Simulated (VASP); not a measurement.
# H2 in VASP: single point with r2SCAN

Aim: the single point of H2 with r2SCAN.

Program: VASP 6.6.1. These are calculated values, not measurements. Logs are shortened: lines on timing, memory, paths and dates and some standing lists are left out, and cuts for length are marked.

### Step 1. The cell of the first run

The cell holds a molecule in a box, 2 atoms: a = 12.000 Å, b = 12.200 Å, c = 12.400 Å, α = 90.00°, β = 90.00°, γ = 90.00°.

### Step 2. Single point, r2SCAN

POSCAR

```
H
1.0
   12.0000000000      0.0000000000      0.0000000000
    0.0000000000     12.2000000000      0.0000000000
    0.0000000000      0.0000000000     12.4000000000
H
2
Direct
    0.5000000000      0.5000000000      0.4701091674
    0.5000000000      0.5000000000      0.5298908326
```

INCAR.step1

```
SYSTEM = H
ALGO = Normal
EDIFF = 1E-5
ENCUT = 440
GGA = PE
GGA_COMPAT = .False.
ISMEAR = 0
LASPH = .True.
LCHARG = .False.
LREAL = .False.
LWAVE = .True.
NBANDS = 8
NELM = 120
NELMDL = -8
PREC = Accurate
SIGMA = 0.01
```

INCAR.step2

```
SYSTEM = H
ALGO = Normal
EDIFF = 1E-6
ENCUT = 440
GGA_COMPAT = .False.
ISIF = 2
ISMEAR = 0
ISTART = 1
LASPH = .True.
LCHARG = .False.
LMIXTAU = .True.
LREAL = .False.
LWAVE = .False.
METAGGA = R2SCAN
NBANDS = 8
NELM = 120
PREC = Accurate
SIGMA = 0.01
```

KPOINTS

```
k-points
0
Gamma
  1 1 1
  0 0 0
```

Potentials or basis: VASP PAW PBE potentials, release 64 (H).

On the command line:

```bash
$ cat potpaw_PBE.64/H/POTCAR > POTCAR
$ cp INCAR.step1 INCAR
$ mpirun -np 1 vasp_gam > vasp.out
$ cp INCAR.step2 INCAR
$ mpirun -np 1 vasp_gam > vasp.out
```

OUTCAR:

```text
SYSTEM = H
   EDIFF = 1E-6
   ENCUT = 440
   ISIF = 2
   ISMEAR = 0
   ISTART = 1
   LASPH = .True.
   LREAL = .False.
   METAGGA = R2SCAN
   NELM = 120
   PREC = Accurate

 ion  position               nearest neighbor table
   1  0.500  0.500  0.470-   2 0.74
   2  0.500  0.500  0.530-   1 0.74

  LATTYP: Found a simple orthorhombic cell.
 ALAT       =    12.0000000000
 B/A-ratio  =     1.0166666667
 C/A-ratio  =     1.0333333333

  Lattice vectors:

 A1 = (  12.0000000000,   0.0000000000,   0.0000000000)
 A2 = (   0.0000000000,  12.2000000000,   0.0000000000)
 A3 = (   0.0000000000,   0.0000000000,  12.4000000000)

Analysis of symmetry for initial positions (statically):
=====================================================================
 Subroutine PRICEL returns:
 Original cell was already a primitive cell.

 Routine SETGRP: Setting up the symmetry group for a
 simple orthorhombic supercell.

 Subroutine GETGRP returns: Found  8 space group operations
 (whereof  8 operations were pure point group operations)
 out of a pool of  8 trial point group operations.

The static configuration has the point symmetry D_2h.

Analysis of symmetry for dynamics (positions and initial velocities):
=====================================================================
 Subroutine PRICEL returns:
 Original cell was already a primitive cell.

 Routine SETGRP: Setting up the symmetry group for a
 simple orthorhombic supercell.

 Subroutine GETGRP returns: Found  8 space group operations
 (whereof  8 operations were pure point group operations)
 out of a pool of  8 trial point group operations.

The dynamic configuration has the point symmetry D_2h.

 Subroutine INISYM returns: Found  8 space group operations
 (whereof  8 operations are pure point group operations),
 and found     1 'primitive' translations

----------------------------------------------------------------------------------------

                                     Primitive cell

  volume of cell :    1815.3600

  direct lattice vectors                    reciprocal lattice vectors
    12.000000000  0.000000000  0.000000000     0.083333333  0.000000000  0.000000000
     0.000000000 12.200000000  0.000000000     0.000000000  0.081967213  0.000000000
     0.000000000  0.000000000 12.400000000     0.000000000  0.000000000  0.080645161

  length of vectors
    12.000000000 12.200000000 12.400000000     0.083333333  0.081967213  0.080645161
[... 53 lines left out ...]
   LSORBIT =      F    spin-orbit coupling
   LASPH  =      T    aspherical Exc in radial PAW
   ENCUT  =  440.0 eV  32.34 Ry    5.69 a.u.  20.52 20.87 21.21*2*pi/ulx,y,z
   NELM   =    120;   NELMIN=  2; NELMDL=  0     # of ELM steps
   EDIFF  = 0.1E-05   stopping-criterion for ELM
   LREAL  =      F    real-space projection
   EDIFFG = 0.1E-04   stopping-criterion for IOM
   NSW    =      0    number of steps for IOM
   IBRION =     -1    ionic relax: 0-MD 1-quasi-New 2-CG
   NFREE  =      0    steps in history (QN), initial steepest desc. (CG)
   ISIF   =      2    stress and relaxation
   ISYM   =      2    0-nonsym 1-usesym 2-fastsym
   POTIM  = 0.5000    time-step for ionic-motion
   TEBEG  =    0.0;   TEEND  =   0.0 temperature during run
   PSTRESS=    0.0 pullay stress
   NELECT =       2.0000    total number of electrons
   NUPDOWN=      -1.0000    fix difference up-down
   EMIN   =  10.00;   EMAX   =-10.00  energy-range for DOS
   EFERMI =   0.00;   METHOD = LEGACY
   ISMEAR =     0;   SIGMA  =   0.01  broadening in eV -4-tet -1-fermi 0-gaus
   EFERMI_NEDOS =   21; number of points for ismear=-14 and -15
   IALGO  =     38    algorithm
   IMIX   =      4    mixing-type and parameters
     AMIX     =   0.40;   BMIX     =  1.00
     AMIX_MAG =   1.60;   BMIX_MAG =  1.00
  volume/ion in A,a.u.               =     907.68      6125.33
  Fermi-wavevector in a.u.,A,eV,Ry     =   0.169082  0.319519  0.388973  0.028589
  Thomas-Fermi vector in A             =   0.876804
   LORBIT       =      0    0 simple, 1 ext, 2 COOP (PROOUT), +10 PAW based schemes
   METAGGA = R2SCAN    functional components
   LHFCALC =     F    Hartree Fock is set to
   AEXX    =    0.0000 exact exchange contribution
   IVDW    =     0    specifies the selected vdW correction
   LEPSILON=     F    determine dielectric tensor
   LRPA    =     F    only Hartree local field effects (RPA)
 non-spin polarized calculation
 Gauss-broadening in eV      SIGMA  =   0.01
  energy-cutoff  :      440.00
  volume of cell :     1815.36
 maximum number of plane-waves:     19010
 NGX is ok and might be reduce to    84
   NGX = 41   NGY = 41   NGZ = 43

 number of electron       2.0000004 magnetization

 Free energy of the ion-electron system (eV)
  ---------------------------------------------------
  ext. energy  EPLUGINS =         0.00000000
  ---------------------------------------------------
  free energy    TOTEN  =        -6.90324356 eV

  energy without entropy =       -6.90324356  energy(sigma->0) =       -6.90324356

 E-fermi : -10.7277     XC(G=0):  -0.0660

 val. band max:      -10.7986483126   @ k =   0.0000   0.0000   0.0000
 cond. band min:       0.0507033546   @ k =   0.0000   0.0000   0.0000
 fundamental gap:     10.8493516672
 Fermi energy:       -10.7276554675

 k-point     1 :       0.0000    0.0000    0.0000
  band No.  band energies     occupation
      1     -10.7986      2.00000
      2       0.0507      0.00000
      3       0.8525      0.00000
      4       1.0027      0.00000
      5       1.0053      0.00000
      6       1.0397      0.00000
      7       1.0442      0.00000
      8       1.2001      0.00000

------------------------ aborting loop because EDIFF is reached ----------------------------------------

  FORCE on cell =-STRESS in cart. coord.  units (eV):
  Direction    XX          YY          ZZ          XY          YZ          ZX
  --------------------------------------------------------------------------------------
  -------------------------------------------------------------------------------------
  Total       -0.0747003     -0.0756512     -0.0805854     -0.0000000      0.0000000      0.0000000
  in kB       -0.0659281     -0.0667673     -0.0711220     -0.0000000      0.0000000      0.0000000
  external PRESSURE =      -0.0679391 kB  Pullay stress =       0.0000000 kB

 VOLUME and BASIS-vectors are now :
 -----------------------------------------------------------------------------
  energy-cutoff  :      440.00
  volume of cell :     1815.36
      direct lattice vectors                 reciprocal lattice vectors
    12.000000000  0.000000000  0.000000000     0.083333333  0.000000000  0.000000000
     0.000000000 12.200000000  0.000000000     0.000000000  0.081967213  0.000000000
     0.000000000  0.000000000 12.400000000     0.000000000  0.000000000  0.080645161

 POSITION                                       TOTAL-FORCE (eV/Angst)
 -----------------------------------------------------------------------------------
      6.00000      6.10000      5.82935         0.000000      0.000000     -0.017878
      6.00000      6.10000      6.57065         0.000000      0.000000      0.017878
 -----------------------------------------------------------------------------------
    total drift:                                0.000000     -0.000000      0.000000

  FREE ENERGIE OF THE ION-ELECTRON SYSTEM (eV)
  ---------------------------------------------------
  free  energy   TOTEN  =        -6.9032435587 eV

  energy  without entropy=       -6.9032435587  energy(sigma->0) =       -6.90324356
```

OSZICAR.step1:

```text
N       E                     dE             d eps       ncg     rms          rms(c)
DAV:   1     0.173611895236E+01    0.17361E+01   -0.51344E+02    16   0.119E+02
DAV:   2    -0.730633939181E+01   -0.90425E+01   -0.90425E+01    24   0.273E+01
DAV:   3    -0.746538673627E+01   -0.15905E+00   -0.15905E+00    32   0.708E+00
DAV:   4    -0.746545751842E+01   -0.70782E-04   -0.70782E-04    16   0.162E-01
DAV:   5    -0.746545775941E+01   -0.24099E-06   -0.24099E-06    24   0.912E-03
DAV:   6    -0.746545775947E+01   -0.59103E-10   -0.63121E-10    16   0.143E-04
DAV:   7    -0.746545775947E+01   -0.49738E-12   -0.29736E-11     8   0.132E-05
DAV:   8    -0.746545775947E+01   -0.85265E-13   -0.30056E-11     8   0.557E-06    0.454E+00
DAV:   9    -0.701025968249E+01    0.45520E+00   -0.22876E-01    16   0.137E+00    0.248E+00
DAV:  10    -0.676076839501E+01    0.24949E+00   -0.54766E-01    16   0.215E+00    0.301E-01
DAV:  11    -0.676466912453E+01   -0.39007E-02   -0.66791E-03    16   0.217E-01    0.252E-01
DAV:  12    -0.676044215941E+01    0.42270E-02   -0.53209E-03    24   0.203E-01    0.398E-02
DAV:  13    -0.676251897062E+01   -0.20768E-02   -0.10746E-03    16   0.833E-02    0.251E-02
DAV:  14    -0.676289378775E+01   -0.37482E-03   -0.20889E-05    24   0.168E-02    0.180E-02
DAV:  15    -0.676457307200E+01   -0.16793E-02   -0.49227E-04    24   0.635E-02    0.103E-02
DAV:  16    -0.676477840292E+01   -0.20533E-03   -0.29740E-05    24   0.153E-02    0.890E-03
DAV:  17    -0.676485590867E+01   -0.77506E-04   -0.89037E-06    16   0.778E-03    0.221E-03
DAV:  18    -0.676490429718E+01   -0.48389E-04   -0.19503E-06    16   0.380E-03    0.164E-03
DAV:  19    -0.676491383118E+01   -0.95340E-05   -0.50760E-07    16   0.212E-03
   1 F= -.67649138E+01 E0= -.67649138E+01  d E =-.166749E-21
```

Wall time 4.9 min (1 thread of Intel Xeon Platinum 8488C (Sapphire Rapids), shared host); peak memory 1.2 GiB.

What came out:

```yaml
Free_energy: -6.9032 eV
Largest_force: 0.018 eV/Å
Gap_between_the_frontier_levels: 10.85 eV
```

Forces in eV/Å, atoms in the order of the input:
```
H    0.000  0.000 -0.018
H    0.000  0.000  0.018
```

Caveat: the PAW data sets were made with another functional, which shifts forces and pressure a little.
